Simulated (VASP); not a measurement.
# TiSi2 (P6/mmm) in VASP: a series of runs

TiSi2 is run at these levels: LDA+U, PBE; tasks: single point.

Program: VASP 6.6.1. These are calculated values, not measurements. Logs are shortened: lines on timing, memory, paths and dates and some standing lists are left out, and cuts for length are marked.

## 1. The cell of the first run

It takes space group P6/mmm (No. 191, hexagonal). The conventional cell has a = 4.375 Å, b = 4.375 Å, c = 2.561 Å, α = 90.00°, β = 90.00°, γ = 120.00°. Ti (site symmetry 6/mmm) has 2 Ti at 2.56 Å and 12 Si at 2.83 Å within 3.4 Å. Within 3.3 Å of Si (site symmetry -6m2) lie 5 Si at 2.53 to 2.56 Å and 6 Ti at 2.83 Å.

## 2. Single point, LDA+U

The input, INCAR:

```
SYSTEM = TiSi2
ALGO = Normal
EDIFF = 1E-6
ENCUT = 520
ISIF = 2
ISMEAR = -1
LASPH = .TRUE.
LCHARG = .TRUE.
LDAU = .TRUE.
LDAUJ = 0 0
LDAUL = 2 -1
LDAUPRINT = 1
LDAUTYPE = 2
LDAUU = 1 0
LELF = .TRUE.
LMAXMIX = 4
LREAL = .FALSE.
LVHAR = .TRUE.
LWAVE = .FALSE.
NBANDS = 17
NELM = 150
PREC = Accurate
SIGMA = 0.05
```

The input, KPOINTS:

```
k-points
0
G
  7 7 10
  0 0 0
```

The input, POSCAR:

```
TiSi2
1.0
    4.3746400000      0.0000000000      0.0000000000
   -2.1873200000      3.7885500000      0.0000000000
    0.0000000000      0.0000000000      2.5610100000
Ti Si
1 2
Direct
    0.0000000000      0.0000000000      0.0000000000
    0.3333300000      0.6666700000      0.5000000000
    0.6666700000      0.3333300000      0.5000000000
```

Potentials or basis: VASP PAW LDA potentials, release 64 (Ti_sv, Si).

The run is started by

```console
$ cat potpaw_LDA.64/Ti_sv/POTCAR potpaw_LDA.64/Si/POTCAR > POTCAR
$ mpirun -np 1 vasp_std > vasp.out
```

OUTCAR:

```text
SYSTEM = TiSi2
   EDIFF = 1E-6
   ENCUT = 520
   ISIF = 2
   ISMEAR = -1
   LASPH = .TRUE.
   LREAL = .FALSE.
   NELM = 150
   PREC = Accurate

 ion  position               nearest neighbor table
   1  0.000  0.000  0.000-   2 2.83   3 2.83   2 2.83   3 2.83   3 2.83   3 2.83   2 2.83   2 2.83
                             3 2.83   3 2.83   2 2.83   2 2.83
   2  0.333  0.667  0.500-   3 2.53   3 2.53   3 2.53   1 2.83   1 2.83   1 2.83   1 2.83   1 2.83
                             1 2.83
   3  0.667  0.333  0.500-   2 2.53   2 2.53   2 2.53   1 2.83   1 2.83   1 2.83   1 2.83   1 2.83
                             1 2.83

  LATTYP: Found a hexagonal cell.
 ALAT       =     4.3746400000
 C/A-ratio  =     0.5854218861

  Lattice vectors:

 A1 = (   4.3746400000,   0.0000000000,   0.0000000000)
 A2 = (  -2.1873200000,   3.7885500000,   0.0000000000)
 A3 = (   0.0000000000,   0.0000000000,   2.5610100000)

Analysis of symmetry for initial positions (statically):
=====================================================================
 Subroutine PRICEL returns:
 Original cell was already a primitive cell.

 Routine SETGRP: Setting up the symmetry group for a
 hexagonal supercell.

 Subroutine GETGRP returns: Found  8 space group operations
 (whereof  8 operations were pure point group operations)
 out of a pool of 24 trial point group operations.

The static configuration has the point symmetry D_2h.

Analysis of symmetry for dynamics (positions and initial velocities):
=====================================================================
 Subroutine PRICEL returns:
 Original cell was already a primitive cell.

 Routine SETGRP: Setting up the symmetry group for a
 hexagonal supercell.

 Subroutine GETGRP returns: Found  8 space group operations
 (whereof  8 operations were pure point group operations)
 out of a pool of 24 trial point group operations.

The dynamic configuration has the point symmetry D_2h.

 Subroutine INISYM returns: Found  8 space group operations
 (whereof  8 operations are pure point group operations),
 and found     1 'primitive' translations

----------------------------------------------------------------------------------------

                                     Primitive cell

  volume of cell :      42.4450

  direct lattice vectors                    reciprocal lattice vectors
     4.374640000  0.000000000  0.000000000     0.228590238  0.131976614  0.000000000
    -2.187320000  3.788550000  0.000000000     0.000000000  0.263953227  0.000000000
     0.000000000  0.000000000  2.561010000     0.000000000  0.000000000  0.390470947

  length of vectors
     4.374640000  4.374640544  2.561010000     0.263953260  0.263953227  0.390470947

  position of ions in fractional coordinates (direct lattice)
     0.000000000  0.000000000  0.000000000
     0.333330000  0.666670000  0.500000000
     0.666670000  0.333330000  0.500000000

  ion indices of the primitive-cell ions
   primitive index   ion index
                 1           1
                 2           2
                 3           3

----------------------------------------------------------------------------------------

 KPOINTS: k-points

Automatic generation of k-mesh.
 Grid dimensions read from file:
 generate k-points for:    7    7   10

 Generating k-lattice:

  Cartesian coordinates                     Fractional coordinates (reciprocal lattice)
     0.032655748  0.018853802  0.000000000     0.142857143  0.000000000  0.000000000
     0.000000000  0.037707604  0.000000000     0.000000000  0.142857143  0.000000000
     0.000000000  0.000000000  0.039047095     0.000000000  0.000000000  0.100000000

  Length of vectors
[... 39 lines left out ...]
   total plane-waves  NPLWV =  25920
   dimension x,y,z NGX =    36 NGY =   36 NGZ =   20
   dimension x,y,z NGXF=    72 NGYF=   72 NGZF=   40
   ions per type =               1   2
   NGX,Y,Z   is equivalent  to a cutoff of  13.68, 13.68, 12.98 a.u.
   NGXF,Y,Z  is equivalent  to a cutoff of  27.36, 27.36, 25.97 a.u.
 SYSTEM =  TiSi2
   PREC   = accura    normal or accurate (medium, high low for compatibility)
   ISTART =      0    job   : 0-new  1-cont  2-samecut
   ICHARG =      2    charge: 1-file 2-atom 10-const
   ISPIN  =      1    spin polarized calculation?
   LNONCOLLINEAR =      F non collinear calculations
   LSORBIT =      F    spin-orbit coupling
   LASPH  =      T    aspherical Exc in radial PAW
   ENCUT  =  520.0 eV  38.22 Ry    6.18 a.u.   8.13  8.13  4.76*2*pi/ulx,y,z
   NELM   =    150;   NELMIN=  2; NELMDL= -5     # of ELM steps
   EDIFF  = 0.1E-05   stopping-criterion for ELM
   LREAL  =      F    real-space projection
   EDIFFG = 0.1E-04   stopping-criterion for IOM
   NSW    =      0    number of steps for IOM
   IBRION =     -1    ionic relax: 0-MD 1-quasi-New 2-CG
   NFREE  =      0    steps in history (QN), initial steepest desc. (CG)
   ISIF   =      2    stress and relaxation
   ISYM   =      2    0-nonsym 1-usesym 2-fastsym
   POTIM  = 0.5000    time-step for ionic-motion
   TEBEG  =    0.0;   TEEND  =   0.0 temperature during run
   PSTRESS=    0.0 pullay stress
   NELECT =      20.0000    total number of electrons
   NUPDOWN=      -1.0000    fix difference up-down
   EMIN   =  10.00;   EMAX   =-10.00  energy-range for DOS
   EFERMI =   0.00;   METHOD = LEGACY
   ISMEAR =    -1;   SIGMA  =   0.05  broadening in eV -4-tet -1-fermi 0-gaus
   EFERMI_NEDOS =   21; number of points for ismear=-14 and -15
   IALGO  =     38    algorithm
   IMIX   =      4    mixing-type and parameters
     AMIX     =   0.40;   BMIX     =  1.00
     AMIX_MAG =   1.60;   BMIX_MAG =  1.00
  volume/ion in A,a.u.               =      14.15        95.48
  Fermi-wavevector in a.u.,A,eV,Ry     =   1.273921  2.407362 22.080564  1.622876
  Thomas-Fermi vector in A             =   2.406718
   LORBIT       =      0    0 simple, 1 ext, 2 COOP (PROOUT), +10 PAW based schemes
 LDA+U is selected, type is set to LDAUTYPE =  2
   angular momentum for each species LDAUL =     2   -1
   U (eV)           for each species LDAUU =   1.0  0.0
   J (eV)           for each species LDAUJ =   0.0  0.0
   GGA     = CA    functional components
   LHFCALC =     F    Hartree Fock is set to
   AEXX    =    0.0000 exact exchange contribution
   IVDW    =     0    specifies the selected vdW correction
   LEPSILON=     F    determine dielectric tensor
   LRPA    =     F    only Hartree local field effects (RPA)
 non-spin polarized calculation
  energy-cutoff  :      520.00
  volume of cell :       42.45
 maximum number of plane-waves:      1158
 NGX is ok and might be reduce to    36
   NGX = 17   NGY = 17   NGZ =  9

atom =   1  type =  1  l = 2

 onsite density matrix

spin component  1

  0.1985  0.0000  0.0000  0.0000 -0.0000
  0.0000  0.1703  0.0000  0.0000  0.0000
  0.0000  0.0000  0.3097  0.0000 -0.0000
  0.0000  0.0000  0.0000  0.1703  0.0000
 -0.0000  0.0000 -0.0000  0.0000  0.1985

spin component  2

  0.1985  0.0000  0.0000  0.0000 -0.0000
  0.0000  0.1703  0.0000  0.0000  0.0000
  0.0000  0.0000  0.3097  0.0000 -0.0000
  0.0000  0.0000  0.0000  0.1703  0.0000
 -0.0000  0.0000 -0.0000  0.0000  0.1985

 occupancies and eigenvectors

  o =  0.1703  v =  0.0000  0.4852 -0.0000 -0.8744  0.0000  0.0000  0.0000  0.0000  0.0000  0.0000      0.0000  0.0000  0.0000  0.0000  0.0000  0.0000  0.0000  0.0000  0.0000  0.0000
  o =  0.1703  v =  0.0000  0.0000  0.0000  0.0000  0.0000  0.0000  0.4852 -0.0000 -0.8744  0.0000      0.0000  0.0000  0.0000  0.0000  0.0000  0.0000  0.0000  0.0000  0.0000  0.0000
  o =  0.1703  v = -0.0000 -0.8744  0.0000 -0.4852 -0.0000  0.0000  0.0000  0.0000  0.0000  0.0000      0.0000  0.0000  0.0000  0.0000  0.0000  0.0000  0.0000  0.0000  0.0000  0.0000
  o =  0.1703  v =  0.0000  0.0000  0.0000  0.0000  0.0000 -0.0000 -0.8744  0.0000 -0.4852 -0.0000      0.0000  0.0000  0.0000  0.0000  0.0000  0.0000  0.0000  0.0000  0.0000  0.0000
  o =  0.1985  v =  0.0000  0.0000  0.0000  0.0000  0.0000 -0.5000  0.0000  0.0000 -0.0000 -0.8660      0.0000  0.0000  0.0000  0.0000  0.0000  0.0000  0.0000  0.0000  0.0000  0.0000
  o =  0.1985  v = -0.5000  0.0000  0.0000 -0.0000 -0.8660  0.0000  0.0000  0.0000  0.0000  0.0000      0.0000  0.0000  0.0000  0.0000  0.0000  0.0000  0.0000  0.0000  0.0000  0.0000
  o =  0.1985  v =  0.0000  0.0000  0.0000  0.0000  0.0000 -0.8660 -0.0000  0.0000  0.0000  0.5000      0.0000  0.0000  0.0000  0.0000  0.0000  0.0000  0.0000  0.0000  0.0000  0.0000
  o =  0.1985  v = -0.8660 -0.0000  0.0000  0.0000  0.5000  0.0000  0.0000  0.0000  0.0000  0.0000      0.0000  0.0000  0.0000  0.0000  0.0000  0.0000  0.0000  0.0000  0.0000  0.0000
  o =  0.3097  v =  0.0000  0.0000  0.0000  0.0000  0.0000 -0.0000 -0.0000 -1.0000 -0.0000  0.0000      0.0000  0.0000  0.0000  0.0000  0.0000  0.0000  0.0000  0.0000  0.0000  0.0000
  o =  0.3097  v = -0.0000 -0.0000 -1.0000 -0.0000  0.0000  0.0000  0.0000  0.0000  0.0000  0.0000      0.0000  0.0000  0.0000  0.0000  0.0000  0.0000  0.0000  0.0000  0.0000  0.0000

 number of electron      20.0000000 magnetization

 Free energy of the ion-electron system (eV)
  ---------------------------------------------------
  ext. energy  EPLUGINS =         0.00000000
  ---------------------------------------------------
  free energy    TOTEN  =       -20.65596359 eV

  energy without entropy =      -20.63855276  energy(sigma->0) =      -20.64725817

 E-fermi :  10.5061     XC(G=0): -11.8341

 val. band max:       10.4550107854   @ k =   0.4286  -0.0000   0.4000
 cond. band min:      10.5193073958   @ k =   0.1429   0.1429   0.2000
 fundamental gap:      0.0642966104
 Fermi energy:        10.5060990087

 k-point     1 :       0.0000    0.0000    0.0000
  band No.  band energies     occupation
      1     -45.7692      2.00000
      2     -22.4627      2.00000
      3     -22.4627      2.00000
      4     -21.8039      2.00000
      5      -2.6327      2.00000
      6       5.3161      2.00000
[... 457 lines left out ...]
      4     -21.9125      2.00000
      5      -1.8208      2.00000
      6       2.6099      2.00000
[... 9 lines left out ...]
     16      15.6650      0.00000
     17      18.5457      0.00000

 [... further k-points ...]
[... 5 lines left out ...]
  --------------------------------------------------------------------------------------
  -------------------------------------------------------------------------------------
  Total       -1.4219910     -1.4217981     -1.8475435      0.0001674      0.0000000      0.0000000
  in kB      -53.6760818    -53.6688016    -69.7394708      0.0063202      0.0000000      0.0000000
  external PRESSURE =     -59.0281181 kB  Pullay stress =       0.0000000 kB

 VOLUME and BASIS-vectors are now :
 -----------------------------------------------------------------------------
  energy-cutoff  :      520.00
  volume of cell :       42.45
      direct lattice vectors                 reciprocal lattice vectors
     4.374640000  0.000000000  0.000000000     0.228590238  0.131976614  0.000000000
    -2.187320000  3.788550000  0.000000000     0.000000000  0.263953227  0.000000000
     0.000000000  0.000000000  2.561010000     0.000000000  0.000000000  0.390470947

 POSITION                                       TOTAL-FORCE (eV/Angst)
 -----------------------------------------------------------------------------------
      0.00000      0.00000      0.00000        -0.000000     -0.000000      0.000000
     -0.00002      2.52571      1.28051         0.000232     -0.000134      0.000000
      2.18734      1.26284      1.28051        -0.000232      0.000134      0.000000
 -----------------------------------------------------------------------------------
    total drift:                               -0.000000     -0.000000     -0.000000

  FREE ENERGIE OF THE ION-ELECTRON SYSTEM (eV)
  ---------------------------------------------------
  free  energy   TOTEN  =       -20.6559635913 eV

  energy  without entropy=      -20.6385527558  energy(sigma->0) =      -20.64725817
```

Wall time 50 s (1 thread of Intel Xeon 6975P-C, shared host); peak memory 0.2 GiB.

What came out:

* Free energy: -20.6560 eV
* Pressure: -5.9 GPa
* Band gap on the k mesh: zero (band 10 reaches 11.22 eV, above the bottom of band 11 at 8.62 eV)

Levels at points of the mesh, in eV from the Fermi level:
| k point | band 6 | band 7 | band 8 | band 9 | band 10 | band 11 | band 12 | band 13 | band 14 | band 15 |
| --- | --- | --- | --- | --- | --- | --- | --- | --- | --- | --- |
| (0.00, 0.00, 0.00) | -5.19 | -5.19 | -5.10 | -1.68 | -0.96 | -0.96 | 2.92 | 2.92 | 3.41 | 3.41 |
| (0.00, 0.00, 0.50) | -7.02 | -2.25 | -2.25 | -0.84 | -0.84 | -0.83 | -0.25 | -0.25 | 1.26 | 4.40 |

Eigenvalues of the final occupation matrices:
| site | spin | trace | eigenvalues |
| --- | --- | --- | --- |
| site 1 d | 1 | 1.05 | 0.17 0.17 0.20 0.20 0.31 |
| site 1 d | 2 | 1.05 | 0.17 0.17 0.20 0.20 0.31 |

Caveat: U without spin polarisation on a metal has little footing; the U is typed as a test and isn't derived for this compound.

## 3. Single point, LDA+U

The input, INCAR:

```
PREC     = Accurate       # precision mode
ENCUT    = 520            # plane-wave cutoff, eV
EDIFF    = 1E-6           # SCF threshold, eV
ISMEAR   = -1             # smearing method
SIGMA    = 0.05           # smearing width, eV
LREAL    = False          # projectors in reciprocal space
LASPH    = True           # aspherical terms in the spheres
NELM     = 150            # most SCF steps
ALGO     = Normal         # electronic algorithm
ISIF     = 2              # what is computed and relaxed
LWAVE    = False          # write WAVECAR
LCHARG   = False          # write CHGCAR
LMAXMIX  = 4              # l up to which the mixer works
LDAU     = True           # DFT+U
LDAUTYPE = 2            
LDAUL    = 2 -1           # shell
LDAUU    = 2 0            # U, eV
LDAUJ    = 0 0          
LDAUPRINT= 1            
NBANDS   = 17             # bands
```

The input, KPOINTS:

```
Automatic mesh
0
Gamma
  7 7 10
```

POSCAR is that of step 2.

Potentials or basis: VASP PAW LDA potentials, release 64 (Ti_sv, Si).

The run is started by

```console
$ cat potpaw_LDA.64/Ti_sv/POTCAR potpaw_LDA.64/Si/POTCAR > POTCAR
$ mpirun -np 1 vasp_std > vasp.out
```

OUTCAR:

```text
PREC = Accurate
   ENCUT = 520
   EDIFF = 1E-6
   ISMEAR = -1
   LREAL = False
   LASPH = True
   NELM = 150
   ISIF = 2

 ion  position               nearest neighbor table
   1  0.000  0.000  0.000-   2 2.83   3 2.83   2 2.83   3 2.83   3 2.83   3 2.83   2 2.83   2 2.83
                             3 2.83   3 2.83   2 2.83   2 2.83
   2  0.333  0.667  0.500-   3 2.53   3 2.53   3 2.53   1 2.83   1 2.83   1 2.83   1 2.83   1 2.83
                             1 2.83
   3  0.667  0.333  0.500-   2 2.53   2 2.53   2 2.53   1 2.83   1 2.83   1 2.83   1 2.83   1 2.83
                             1 2.83

  LATTYP: Found a hexagonal cell.
 ALAT       =     4.3746400000
 C/A-ratio  =     0.5854218861

  Lattice vectors:

 A1 = (   4.3746400000,   0.0000000000,   0.0000000000)
 A2 = (  -2.1873200000,   3.7885500000,   0.0000000000)
 A3 = (   0.0000000000,   0.0000000000,   2.5610100000)

Analysis of symmetry for initial positions (statically):
=====================================================================
 Subroutine PRICEL returns:
 Original cell was already a primitive cell.

 Routine SETGRP: Setting up the symmetry group for a
 hexagonal supercell.

 Subroutine GETGRP returns: Found  8 space group operations
 (whereof  8 operations were pure point group operations)
[... 199 lines left out ...]
  free energy    TOTEN  =       -19.84793184 eV

  energy without entropy =      -19.82951452  energy(sigma->0) =      -19.83872318

 E-fermi :  10.5600     XC(G=0): -11.8372

 val. band max:       10.5026001705   @ k =   0.1429   0.0000   0.5000
 cond. band min:      10.5689254044   @ k =  -0.2857  -0.4286   0.2000
 fundamental gap:      0.0663252339
 Fermi energy:        10.5600349364

 k-point     1 :       0.0000    0.0000    0.0000
  band No.  band energies     occupation
      1     -45.9638      2.00000
      2     -22.6544      2.00000
      3     -22.6544      2.00000
      4     -21.9783      2.00000
      5      -2.6094      2.00000
      6       5.3649      2.00000
[... 457 lines left out ...]
      4     -22.0861      2.00000
      5      -1.7969      2.00000
      6       2.6481      2.00000
[... 9 lines left out ...]
     16      15.7186      0.00000
     17      18.5334      0.00000

 [... further k-points ...]
[... 5 lines left out ...]
  --------------------------------------------------------------------------------------
  -------------------------------------------------------------------------------------
  Total       -1.1016095     -1.1014524     -1.5386265      0.0001364      0.0000000      0.0000000
  in kB      -41.5825989    -41.5766691    -58.0787384      0.0051473      0.0000000      0.0000000
  external PRESSURE =     -47.0793354 kB  Pullay stress =       0.0000000 kB

 VOLUME and BASIS-vectors are now :
 -----------------------------------------------------------------------------
  energy-cutoff  :      520.00
  volume of cell :       42.45
      direct lattice vectors                 reciprocal lattice vectors
     4.374640000  0.000000000  0.000000000     0.228590238  0.131976614  0.000000000
    -2.187320000  3.788550000  0.000000000     0.000000000  0.263953227  0.000000000
     0.000000000  0.000000000  2.561010000     0.000000000  0.000000000  0.390470947

 POSITION                                       TOTAL-FORCE (eV/Angst)
 -----------------------------------------------------------------------------------
      0.00000      0.00000      0.00000         0.000000      0.000000      0.000000
     -0.00002      2.52571      1.28051         0.000233     -0.000134      0.000000
      2.18734      1.26284      1.28051        -0.000233      0.000134      0.000000
 -----------------------------------------------------------------------------------
    total drift:                               -0.000000     -0.000000     -0.000000

  FREE ENERGIE OF THE ION-ELECTRON SYSTEM (eV)
  ---------------------------------------------------
  free  energy   TOTEN  =       -19.8479318384 eV

  energy  without entropy=      -19.8295145166  energy(sigma->0) =      -19.83872318
```

It took 59 s on 1 thread of Intel Xeon 6975P-C, shared host; peak memory 0.19 GiB.

Results:

* Free energy: -19.8479 eV
* Pressure: -4.7 GPa
* Band gap on the k mesh: zero (band 10 reaches 11.27 eV, above the bottom of band 11 at 8.66 eV)

Eigenvalues of the final occupation matrices:
| site | spin | trace | eigenvalues |
| --- | --- | --- | --- |
| site 1 d | 1 | 1.03 | 0.16 0.16 0.19 0.19 0.32 |
| site 1 d | 2 | 1.03 | 0.16 0.16 0.19 0.19 0.32 |

Caveat: U without spin polarisation on a metal has little footing; the U is typed as a test and isn't derived for this compound.

(Part 1 of 2 ends here.)
